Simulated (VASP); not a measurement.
**SiC: relaxation of cell and atoms with PBE**

The system is SiC.

```
Si C
1.0
     3.07351    0.00000    0.00000
    -1.53676    2.66174    0.00000
     0.00000    0.00000    5.04525
Si C
2 2
Direct
  0.33333 0.66667 0.49960
  0.66667 0.33333 0.99960
  0.33333 0.66667 0.87540
  0.66667 0.33333 0.37540
```

| Quantity | Value |
| --- | --- |
| Program | VASP 6.6.1 |
| Task | relaxation of cell and atoms |
| Functional | PBE |
| Potentials or basis | VASP PAW PBE potentials, release 64 (Si, C) |
| Cutoff | 600 eV |
| k mesh | 12 × 12 × 6 |
| Occupations | fermi-dirac, width 0.02 eV |
| Spin | no spin polarisation |
| Dipole correction | no |
| Further INCAR settings | ALGO = Normal; EDIFF = 1e-06; IBRION = 2; EDIFFG = -0.005; NSW = 80; ISIF = 3 |

```
Relaxed volume                        : 10.49 Å³/atom
Relaxed cell                          : a = 3.091 Å, b = 3.091 Å, c = 5.073 Å, α = 90.00°, β = 90.00°, γ = 120.00°
Space group after relaxing (to 0.1 Å) : P6_3mc (No. 186)
Energy gained by relaxing             : 2.0 meV/atom
Ionic steps                           : 7
Pressure after relaxing               : 0.0 GPa
Band gap on the k mesh                : 2.30 eV (least direct gap 3.94 eV)
```

The path:
| step | energy change (eV) | largest force (eV/Å) | pressure (GPa) | volume (Å³) |
| --- | --- | --- | --- | --- |
| 1 | 0.0000 | 0.0017 | 3.72 | 41.27 |
| 2 | 0.0005 | 0.0121 | -3.61 | 42.72 |
| 3 | -0.0080 | 0.0055 | 0.00 | 41.98 |
| 4 | -0.0080 | 0.0054 | 0.05 | 41.96 |
| 5 | -0.0080 | 0.0046 | 0.07 | 41.96 |
| 6 | -0.0080 | 0.0002 | 0.07 | 41.96 |
| 7 | -0.0080 | 0.0011 | 0.00 | 41.98 |

Final structure:
```
CELL_PARAMETERS angstrom
3.09109 0.00000 0.00000
-1.54555 2.67696 0.00000
0.00000 0.00000 5.07296
ATOMIC_POSITIONS crystal
Si 0.33333 0.66667 0.49958
Si 0.66667 0.33333 0.99958
C 0.33333 0.66667 0.87542
C 0.66667 0.33333 0.37542
```

Levels at points of the mesh, in eV from the valence-band top:
```
           k point  band 5  band 6  band 7  band 8  band 9  band 10  band 11  band 12
(0.00, 0.00, 0.00)   -1.31   -0.11    0.00    0.00    4.68     6.05     6.58     6.58
(0.50, 0.00, 0.00)   -5.38   -3.29   -3.24   -1.19    2.75     4.21     6.77     7.07
(0.00, 0.00, 0.50)   -0.71   -0.71   -0.71   -0.71    5.77     5.77     7.27     7.27
(0.50, 0.00, 0.50)   -2.42   -2.42   -2.31   -2.31    3.25     3.25     5.19     5.19
```

Wall time 2.4 min on 1 thread of Intel(R) Xeon(R) Platinum 8259CL CPU @ 2.50GHz (Skylake/Cascade Lake), on a shared host, peak memory 0.2 GiB.

A k mesh can miss the band edges.
